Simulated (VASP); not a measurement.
Wanted: the native input for a VASP 6.6.1 run.

```
Task                               : single point
Functional                         : B3LYP
Potentials or basis                : VASP PAW PBE potentials, release 64 (W_sv)
Cutoff                             : 520 eV
k mesh                             : 6 × 6 × 6
Occupations                        : fermi-dirac, width 0.05 eV
Spin                               : no spin polarisation
Dipole correction                  : no
Grid for exact exchange (PRECFOCK) : Normal
Further INCAR settings             : ALGO = Normal; EDIFF = 1e-06; NBANDS = 13
Share of exact exchange            : 0.2
```

The system is W.

```xyz
1
Lattice="0.0000 2.0304 2.0304 2.0304 0.0000 2.0304 2.0304 2.0304 0.0000" Properties=species:S:1:pos:R:3 pbc="T T T"
W     0.0000    0.0000    0.0000
```

This isn't the form of W at room conditions, which is bcc.

One way to write it, as run:

POSCAR

```
W
1.0
    0.0000000000      2.0304405658      2.0304405658
    2.0304405658      0.0000000000      2.0304405658
    2.0304405658      2.0304405658      0.0000000000
W
1
Direct
    0.0000000000      0.0000000000      0.0000000000
```

INCAR.step1

```
PREC     = Accurate       # precision mode
ENCUT    = 520            # plane-wave cutoff, eV
EDIFF    = 1E-5           # SCF threshold, eV
ISMEAR   = -1             # smearing method
SIGMA    = 0.05           # smearing width, eV
LREAL    = F              # projectors in reciprocal space
LASPH    = T              # aspherical terms in the spheres
NELM     = 100            # most SCF steps
ALGO     = Normal         # electronic algorithm
ISIF     = 2              # what is computed and relaxed
LWAVE    = T              # write WAVECAR
NBANDS   = 13             # bands
GGA      = PE             # functional
```

INCAR.step2

```
PREC     = Accurate       # precision mode
ENCUT    = 520            # plane-wave cutoff, eV
EDIFF    = 1E-6           # SCF threshold, eV
ISMEAR   = -1             # smearing method
SIGMA    = 0.05           # smearing width, eV
LREAL    = F              # projectors in reciprocal space
LASPH    = T              # aspherical terms in the spheres
NELM     = 100            # most SCF steps
ALGO     = Normal         # electronic algorithm
ISIF     = 2              # what is computed and relaxed
LWAVE    = F              # write WAVECAR
LCHARG   = T              # write CHGCAR
GGA      = B3             # functional
LHFCALC  = T              # exact exchange
AEXX     = 0.2            # exact-exchange fraction
AGGAX    = 0.72         
AGGAC    = 0.81         
ALDAC    = 0.19         
PRECFOCK = Normal       
LELF     = T              # ELF
LVHAR    = T            
NBANDS   = 13             # bands
ISTART   = 1
```

KPOINTS

```
Automatic mesh
0
Gamma
  6 6 6
```

Potentials or basis: VASP PAW PBE potentials, release 64 (W_sv).

Command:

```bash
$ cat potpaw_PBE.64/W_sv/POTCAR > POTCAR
$ cp INCAR.step1 INCAR
$ mpirun -np 1 vasp_std > vasp.out
$ cp INCAR.step2 INCAR
$ mpirun -np 1 vasp_std > vasp.out
```

Results of the run:

| Property | Result |
| --- | --- |
| Pressure | 0.6 GPa |
| Band gap on the k mesh | zero (bands 7 and 8 overlap by 4.34 eV) |

Caveat: the k points lie up to 0.45 Å⁻¹ apart, too coarse for converged energies and pressures of a metal; the PAW data sets were made with another functional, which shifts forces and pressure a little; spin-orbit coupling is left out, which moves the levels of the heavy elements.

It took 17 min on 1 thread of Intel(R) Xeon(R) Platinum 8488C (Sapphire Rapids), with other jobs on the host, peak memory 0.15 GiB.
